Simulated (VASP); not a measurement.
A run of VASP 6.6.1:

INCAR

```
SYSTEM = CaO
  PREC = Accurate
  ENCUT = 520
  EDIFF = 1E-6
  ISMEAR = -1
  SIGMA = 0.1
  LREAL = .False.
  LASPH = .True.
  NELM = 100
  ALGO = Normal
  ISIF = 2
  LWAVE = .False.
  LCHARG = .False.
  GGA = PE
  NBANDS = 15
```

The input KPOINTS:

```
regular mesh
0
Gamma
  8 8 8
  0 0 0
```

POSCAR

```
CaO
1.0
    0.0000000000      2.4150000000      2.4150000000
    2.4150000000      0.0000000000      2.4150000000
    2.4150000000      2.4150000000      0.0000000000
Ca O
1 1
Direct
   -0.0041407867      0.0041407867      0.0041407867
    0.5000000000      0.5000000000      0.5000000000
```

Potentials or basis: VASP PAW PBE potentials, release 64 (Ca_sv, O).

The run is started by

```bash
$ cat potpaw_PBE.64/Ca_sv/POTCAR potpaw_PBE.64/O/POTCAR > POTCAR
$ mpirun -np 1 vasp_std > vasp.out
```

Hardware: 1 thread of Intel(R) Xeon(R) 6975P-C (Granite Rapids), on a shared host.

Question: Estimate the wall time of this run.

Answer: Wall time 11 s on 1 thread of Intel(R) Xeon(R) 6975P-C (Granite Rapids) (shared host), peak memory 0.17 GiB. Counts: scf iterations 12, k points 59.
